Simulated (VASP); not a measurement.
# Si7C (P1) in VASP: single point with PBEsol

Aim: the single point of Si7C with PBEsol.

All numbers are computed with VASP 6.6.1; they aren't measurements. Logs are shortened: lines on timing, memory, paths and dates and some standing lists are left out, and cuts for length are marked.

## (1) The cell of the first run

The typed cell holds 64 atoms: a = 10.335 Å, b = 10.335 Å, c = 10.335 Å, α = 90.00°, β = 90.00°, γ = 90.00°.

## (2) Single point, PBEsol

INCAR

```
SYSTEM = Si7C
ALGO = Normal ; EDIFF = 1E-6
ENCUT = 520 ; GGA = PS
ISIF = 2 ; ISMEAR = -1
LASPH = .TRUE. ; LCHARG = .FALSE.
LREAL = Auto ; LWAVE = .FALSE.
NBANDS = 166 ; NELM = 60
PREC = Accurate ; SIGMA = 0.05
```

KPOINTS

```
Automatic mesh
0
Gamma
  1 1 1
  0.5 0.5 0.5
```

POSCAR

```
Si7C
1.0
   10.3353993078      0.0000000000      0.0000000000
    0.0000000000     10.3353993078      0.0000000000
    0.0000000000      0.0000000000     10.3353993078
Si C
56 8
Direct
    0.9974970000      0.9963660000      0.9961700000
    0.0023470000      0.0032880000      0.5031530000
    0.0048880000      0.4995820000      0.9989280000
    0.4824830000      0.0172070000      0.9913510000
    0.4973480000      0.9884590000      0.4949660000
    0.4842650000      0.5074300000      0.9927830000
    0.5118800000      0.4872280000      0.4845390000
    0.1304740000      0.1265210000      0.1185180000
    0.1154490000      0.1442120000      0.6439440000
    0.1065930000      0.6393530000      0.1430370000
    0.6294130000      0.1270680000      0.1211620000
    0.6174570000      0.1326290000      0.6222770000
    0.6030290000      0.6359280000      0.1449930000
    0.6277060000      0.6187390000      0.6201980000
    0.2643810000      0.2400700000      0.9738820000
    0.2441360000      0.2548650000      0.5025640000
    0.2473820000      0.7409960000      0.0034350000
    0.2335280000      0.7199560000      0.5139860000
    0.7591390000      0.2497890000      0.9903580000
    0.7418750000      0.2759010000      0.4917290000
    0.7495540000      0.7512360000      0.0149660000
    0.7538930000      0.7437410000      0.4882970000
    0.3751310000      0.3700440000      0.1261440000
    0.3539320000      0.3926880000      0.6348150000
    0.3920090000      0.8573090000      0.1308640000
    0.3584410000      0.8763510000      0.6284870000
    0.8672560000      0.3801370000      0.1281550000
    0.9092150000      0.3862100000      0.6205850000
    0.8956970000      0.8526210000      0.1495390000
    0.8792370000      0.8671070000      0.6221530000
    0.2512300000      0.9853210000      0.2486300000
    0.2610570000      0.0241710000      0.7691730000
    0.2470310000      0.5072680000      0.2527450000
    0.7494920000      0.9874260000      0.2486630000
    0.7596940000      0.0088640000      0.7467570000
    0.7373360000      0.4928230000      0.2754320000
    0.7567600000      0.4926610000      0.7472700000
    0.3775320000      0.1281860000      0.3725280000
    0.3926470000      0.6368020000      0.3613600000
    0.3350380000      0.6021620000      0.8471140000
    0.8655770000      0.1283390000      0.3774970000
    0.9007400000      0.1510790000      0.8505320000
    0.9093900000      0.6163470000      0.3896300000
    0.8759910000      0.6283250000      0.8740980000
    0.0014170000      0.2590730000      0.2560510000
    0.0223910000      0.7243100000      0.7280940000
    0.5249420000      0.2685260000      0.2668310000
    0.4733750000      0.2398660000      0.7662770000
    0.4906190000      0.7433230000      0.7520180000
    0.1138820000      0.4001750000      0.3994270000
    0.1273700000      0.3792110000      0.8363780000
    0.1094680000      0.8496520000      0.3699480000
    0.1313970000      0.8727620000      0.8686340000
    0.6180770000      0.3723330000      0.8753400000
    0.6077940000      0.8529120000      0.3547040000
    0.6238870000      0.8844840000      0.8799310000
    0.0261790000      0.5125990000      0.5254200000
    0.1265390000      0.5933450000      0.6217640000
    0.2192220000      0.5053150000      0.7193850000
    0.3748360000      0.1241370000      0.8786440000
    0.0079480000      0.2670280000      0.7373370000
    0.0001770000      0.7377400000      0.2625460000
    0.4959060000      0.7505670000      0.2469690000
    0.6288750000      0.3787110000      0.3821170000
```

Potentials or basis: VASP PAW PBE potentials, release 64 (Si, C).

Launch:

```sh
$ cat potpaw_PBE.64/Si/POTCAR potpaw_PBE.64/C/POTCAR > POTCAR
$ mpirun -np 1 vasp_std > vasp.out
```

OUTCAR:

```text
SYSTEM = Si7C
   EDIFF = 1E-6
   ENCUT = 520
   GGA = PS
   ISIF = 2
   ISMEAR = -1
   LASPH = .TRUE.
   LREAL = Auto
   NELM = 60
   PREC = Accurate

 ion  position               nearest neighbor table
   1  0.997  0.996  0.996-  53 2.30   8 2.30  42 2.41  29 2.41
   2  0.002  0.003  0.503-  30 2.26  41 2.31   9 2.37  52 2.38
   3  0.005  0.500  0.999-  44 2.28  27 2.31  10 2.33  51 2.44
   4  0.482  0.017  0.991-  60 1.95  56 2.31  11 2.32  25 2.38
   5  0.497  0.988  0.495-  38 2.28  26 2.30  55 2.32  12 2.34
   6  0.484  0.507  0.993-  23 2.28  54 2.31  40 2.37  13 2.40
   7  0.512  0.487  0.485-  64 1.96  14 2.29  39 2.35  24 2.46
   8  0.130  0.127  0.119-   1 2.30  31 2.34  15 2.35  45 2.38
   9  0.115  0.144  0.644-  61 1.94  16 2.28  32 2.34   2 2.37  42 3.08  51 3.14
  10  0.107  0.639  0.143-  62 1.94  33 2.29  17 2.30   3 2.33  29 3.10
  11  0.629  0.127  0.121-  19 2.29  34 2.32   4 2.32  47 2.36
  12  0.617  0.133  0.622-  35 2.34   5 2.34  48 2.38  20 2.38
  13  0.603  0.636  0.145-  63 1.93  21 2.35   6 2.40  36 2.44  39 3.12  55 3.12
  14  0.628  0.619  0.620-  37 2.28  22 2.29   7 2.29  49 2.35
  15  0.264  0.240  0.974-  60 1.93   8 2.35  23 2.36  51 2.47  48 3.04  32 3.08
  16  0.244  0.255  0.503-  24 2.28  50 2.28   9 2.28  38 2.33
  17  0.247  0.741  0.003-  53 2.29  10 2.30  25 2.33  40 2.34
[... 33 lines left out ...]
  51  0.127  0.379  0.836-  61 1.98  59 2.02   3 2.44  15 2.47  24 3.14   9 3.14
  52  0.109  0.850  0.370-  62 1.96   2 2.38  18 2.38  31 2.38
  53  0.131  0.873  0.869-  17 2.29   1 2.30  32 2.30  46 2.39
  54  0.618  0.372  0.875-  19 2.27   6 2.31  37 2.31  48 2.32
  55  0.608  0.853  0.355-  63 1.92  34 2.30   5 2.32  22 2.34  13 3.12
  56  0.624  0.884  0.880-   4 2.31  35 2.35  21 2.35  49 2.40
  57  0.026  0.513  0.525-  58 1.66  50 1.97  28 2.03  43 2.14
  58  0.127  0.593  0.622-  59 1.66  57 1.66  18 2.04  46 2.05
  59  0.219  0.505  0.719-  58 1.66  24 2.01  51 2.02  40 2.04
  60  0.375  0.124  0.879-  15 1.93  32 1.93   4 1.95  48 1.95
  61  0.008  0.267  0.737-   9 1.94  51 1.98  28 2.00  42 2.01
  62  0.000  0.738  0.263-  10 1.94  52 1.96  29 1.98  43 2.04
  63  0.496  0.751  0.247-  55 1.92  13 1.93  25 1.95  39 1.98
  64  0.629  0.379  0.382-  20 1.94   7 1.96  36 1.97  47 1.97

  LATTYP: Found a simple cubic cell.
 ALAT       =    10.3353993078

  Lattice vectors:

 A1 = (  10.3353993078,   0.0000000000,   0.0000000000)
 A2 = (   0.0000000000,  10.3353993078,   0.0000000000)
 A3 = (   0.0000000000,   0.0000000000,  10.3353993078)

Analysis of symmetry for initial positions (statically):
=====================================================================
 Subroutine PRICEL returns:
 Original cell was already a primitive cell.

 Routine SETGRP: Setting up the symmetry group for a
 simple cubic supercell.

 Subroutine GETGRP returns: Found  1 space group operations
 (whereof  1 operations were pure point group operations)
 out of a pool of 48 trial point group operations.

The static configuration has the point symmetry C_1 .

Analysis of symmetry for dynamics (positions and initial velocities):
=====================================================================
 Subroutine PRICEL returns:
 Original cell was already a primitive cell.

 Routine SETGRP: Setting up the symmetry group for a
 simple cubic supercell.

 Subroutine GETGRP returns: Found  1 space group operations
 (whereof  1 operations were pure point group operations)
 out of a pool of 48 trial point group operations.

The dynamic configuration has the point symmetry C_1 .

 Subroutine INISYM returns: Found  1 space group operations
 (whereof  1 operations are pure point group operations),
 and found     1 'primitive' translations

----------------------------------------------------------------------------------------

                                     Primitive cell

  volume of cell :    1104.0323

  direct lattice vectors                    reciprocal lattice vectors
    10.335399308  0.000000000  0.000000000     0.096754849  0.000000000  0.000000000
     0.000000000 10.335399308  0.000000000     0.000000000  0.096754849  0.000000000
     0.000000000  0.000000000 10.335399308     0.000000000  0.000000000  0.096754849

[... 143 lines left out ...]

 Generating k-lattice:

  Cartesian coordinates                     Fractional coordinates (reciprocal lattice)
     0.096754849  0.000000000  0.000000000     1.000000000  0.000000000  0.000000000
     0.000000000  0.096754849  0.000000000     0.000000000  1.000000000  0.000000000
     0.000000000  0.000000000  0.096754849     0.000000000  0.000000000  1.000000000

  Length of vectors
     0.096754849  0.096754849  0.096754849

  Shift w.r.t. Gamma in fractional coordinates (k-lattice)
     0.500000000  0.500000000  0.500000000

 Subroutine IBZKPT returns following result:
 ===========================================

 Found      1 irreducible k-points:

 Following reciprocal coordinates:
            Coordinates               Weight
  0.500000  0.500000  0.500000      1.000000
   k-points           NKPTS =      1   k-points in BZ     NKDIM =      1   number of bands    NBANDS=    166
   number of dos      NEDOS =    301   number of ions     NIONS =     64
   total plane-waves  NPLWV = 512000
   dimension x,y,z NGX =    80 NGY =   80 NGZ =   80
   dimension x,y,z NGXF=   160 NGYF=  160 NGZF=  160
   ions per type =              56   8
   NGX,Y,Z   is equivalent  to a cutoff of  12.87, 12.87, 12.87 a.u.
   NGXF,Y,Z  is equivalent  to a cutoff of  25.74, 25.74, 25.74 a.u.
 SYSTEM =  Si7C
   PREC   = accura    normal or accurate (medium, high low for compatibility)
   ISTART =      0    job   : 0-new  1-cont  2-samecut
   ICHARG =      2    charge: 1-file 2-atom 10-const
   ISPIN  =      1    spin polarized calculation?
   LNONCOLLINEAR =      F non collinear calculations
   LSORBIT =      F    spin-orbit coupling
   LASPH  =      T    aspherical Exc in radial PAW
   ENCUT  =  520.0 eV  38.22 Ry    6.18 a.u.  19.22 19.22 19.22*2*pi/ulx,y,z
   NELM   =     60;   NELMIN=  2; NELMDL= -5     # of ELM steps
   EDIFF  = 0.1E-05   stopping-criterion for ELM
   LREAL  =      T    real-space projection
   EDIFFG = 0.1E-04   stopping-criterion for IOM
   NSW    =      0    number of steps for IOM
   IBRION =     -1    ionic relax: 0-MD 1-quasi-New 2-CG
   NFREE  =      0    steps in history (QN), initial steepest desc. (CG)
   ISIF   =      2    stress and relaxation
   ISYM   =      2    0-nonsym 1-usesym 2-fastsym
   POTIM  = 0.5000    time-step for ionic-motion
   TEBEG  =    0.0;   TEEND  =   0.0 temperature during run
   PSTRESS=    0.0 pullay stress
   NELECT =     256.0000    total number of electrons
   NUPDOWN=      -1.0000    fix difference up-down
   EMIN   =  10.00;   EMAX   =-10.00  energy-range for DOS
   EFERMI =   0.00;   METHOD = LEGACY
   ISMEAR =    -1;   SIGMA  =   0.05  broadening in eV -4-tet -1-fermi 0-gaus
   EFERMI_NEDOS =   21; number of points for ismear=-14 and -15
   IALGO  =     38    algorithm
   IMIX   =      4    mixing-type and parameters
     AMIX     =   0.40;   BMIX     =  1.00
     AMIX_MAG =   1.60;   BMIX_MAG =  1.00
  volume/ion in A,a.u.               =      17.25       116.41
  Fermi-wavevector in a.u.,A,eV,Ry     =   1.005760  1.900610 13.763008  1.011553
  Thomas-Fermi vector in A             =   2.138459
   LORBIT       =      0    0 simple, 1 ext, 2 COOP (PROOUT), +10 PAW based schemes
   GGA     = PS    functional components
   LHFCALC =     F    Hartree Fock is set to
   AEXX    =    0.0000 exact exchange contribution
   IVDW    =     0    specifies the selected vdW correction
   LEPSILON=     F    determine dielectric tensor
   LRPA    =     F    only Hartree local field effects (RPA)
 non-spin polarized calculation
  energy-cutoff  :      520.00
  volume of cell :     1104.03
 maximum number of plane-waves:     29824
 NGX is ok and might be reduce to    80
   NGX = 39   NGY = 39   NGZ = 39

 number of electron     256.0000000 magnetization

 Free energy of the ion-electron system (eV)
  ---------------------------------------------------
  ext. energy  EPLUGINS =         0.00000000
  ---------------------------------------------------
  free energy    TOTEN  =      -383.51337555 eV

  energy without entropy =     -383.51001864  energy(sigma->0) =     -383.51169709

 E-fermi :   6.7723     XC(G=0):  -9.9760

 val. band max:        6.4385304458   @ k =   0.5000   0.5000   0.5000
 cond. band min:       7.0829034767   @ k =   0.5000   0.5000   0.5000
 fundamental gap:      0.6443730309
 Fermi energy:         6.7723352977

 k-point     1 :       0.5000    0.5000    0.5000
  band No.  band energies     occupation
      1      -8.1384      2.00000
      2      -6.7867      2.00000
      3      -6.7466      2.00000
      4      -6.5851      2.00000
      5      -6.4711      2.00000
      6      -6.3470      2.00000
[... 132 lines left out ...]
    139       7.9347      0.00000
    140       7.9815      0.00000
 [bands above 140 left out]

------------------------ aborting loop because EDIFF is reached ----------------------------------------

  FORCE on cell =-STRESS in cart. coord.  units (eV):
  Direction    XX          YY          ZZ          XY          YZ          ZX
  --------------------------------------------------------------------------------------
  -------------------------------------------------------------------------------------
  Total        1.2499813      0.1430727      1.5443949     -0.1375530      1.8264071     -0.5849940
  in kB        1.8139793      0.2076279      2.2412337     -0.1996176      2.6504913     -0.8489463
  external PRESSURE =       1.4209470 kB  Pullay stress =       0.0000000 kB

 VOLUME and BASIS-vectors are now :
 -----------------------------------------------------------------------------
  energy-cutoff  :      520.00
  volume of cell :     1104.03
      direct lattice vectors                 reciprocal lattice vectors
    10.335399308  0.000000000  0.000000000     0.096754849  0.000000000  0.000000000
     0.000000000 10.335399308  0.000000000     0.000000000  0.096754849  0.000000000
     0.000000000  0.000000000 10.335399308     0.000000000  0.000000000  0.096754849

 POSITION                                       TOTAL-FORCE (eV/Angst)
 -----------------------------------------------------------------------------------
     10.30953     10.29784     10.29581        -0.012910     -0.009888      0.009094
      0.02426      0.03398      5.20029         0.003008      0.000182     -0.000897
      0.05052      5.16338     10.32432         0.004045      0.000341     -0.006916
      4.98665      0.17784     10.24601        -0.007185     -0.006883     -0.003077
      5.14029     10.21612      5.11567         0.002927     -0.005667      0.005057
      5.00507      5.24449     10.26081         0.003527      0.007948      0.006985
[... 56 lines left out ...]
      5.12539      7.75741      2.55252        -0.011235      0.009608      0.007442
      6.49967      3.91413      3.94933        -0.000625     -0.002188     -0.003167
 -----------------------------------------------------------------------------------
    total drift:                                0.006934      0.021121     -0.010901

  FREE ENERGIE OF THE ION-ELECTRON SYSTEM (eV)
  ---------------------------------------------------
  free  energy   TOTEN  =      -383.5133755454 eV

  energy  without entropy=     -383.5100186416  energy(sigma->0) =     -383.51169709
```

It took 4.5 min on 1 thread of Intel Xeon 6975P-C (Granite Rapids), shared host; peak memory 0.95 GiB.

What came out:

```
Free energy            : -383.5134 eV
Pressure               : 0.1 GPa
Largest force          : 0.021 eV/Å
Band gap on the k mesh : 0.64 eV
```

Forces in eV/Å, atoms in the order of the input:
```
Si  -0.013 -0.010  0.009
Si   0.003  0.000 -0.001
Si   0.004  0.000 -0.007
Si  -0.007 -0.007 -0.003
Si   0.003 -0.006  0.005
Si   0.004  0.008  0.007
Si  -0.006  0.010  0.001
Si   0.001  0.016 -0.002
Si   0.000  0.004 -0.001
Si   0.009  0.000 -0.003
Si   0.005  0.000  0.004
Si   0.002  0.003 -0.001
Si   0.004 -0.011 -0.008
Si  -0.004  0.000  0.002
Si  -0.010  0.014  0.010
Si   0.001 -0.007 -0.007
Si  -0.004  0.005  0.011
Si   0.002  0.012 -0.003
Si  -0.005  0.002  0.004
Si   0.004 -0.005  0.013
Si  -0.003  0.006 -0.002
Si  -0.019  0.006 -0.004
Si  -0.005 -0.007  0.008
Si   0.012 -0.003 -0.002
Si   0.003 -0.008 -0.008
Si  -0.007 -0.004  0.003
Si  -0.001  0.005 -0.001
Si  -0.003 -0.005 -0.009
Si   0.001 -0.004 -0.011
Si   0.004 -0.012 -0.004
Si  -0.008  0.003  0.002
Si   0.001 -0.011 -0.001
Si  -0.003  0.001 -0.002
Si   0.001  0.003  0.003
Si  -0.007  0.000  0.002
Si  -0.012  0.008 -0.011
Si   0.004  0.004 -0.001
Si  -0.005  0.007  0.002
Si   0.006 -0.007  0.004
Si  -0.004 -0.001 -0.010
Si   0.007  0.008  0.001
Si   0.004 -0.007 -0.006
Si   0.012 -0.004  0.010
Si   0.004  0.001 -0.003
Si   0.007 -0.002  0.007
Si  -0.003  0.014  0.001
Si   0.000  0.009 -0.010
Si  -0.001  0.002 -0.007
Si   0.010  0.005  0.004
Si  -0.011  0.002  0.001
Si   0.002 -0.010  0.013
Si   0.011 -0.008  0.010
Si   0.003 -0.012 -0.014
Si   0.002  0.003  0.001
Si   0.004 -0.009  0.018
Si   0.011 -0.006 -0.001
C    0.006 -0.007 -0.001
C    0.003 -0.003  0.000
C    0.000  0.010 -0.003
C    0.007 -0.007  0.001
C   -0.005  0.002 -0.005
C   -0.010  0.001 -0.012
C   -0.011  0.010  0.007
C   -0.001 -0.002 -0.003
```

Levels at points of the mesh, in eV from the valence-band top:
```
           k point  band 125  band 126  band 127  band 128  band 129  band 130  band 131  band 132
(0.50, 0.50, 0.50)     -0.18     -0.11     -0.03      0.00      0.64      0.78      0.90      0.98
```

Caveat: the k points lie up to 0.61 Å⁻¹ apart; the PAW data sets were made with another functional, which shifts forces and pressure a little; a shifted mesh leaves out Γ, where band edges can lie.
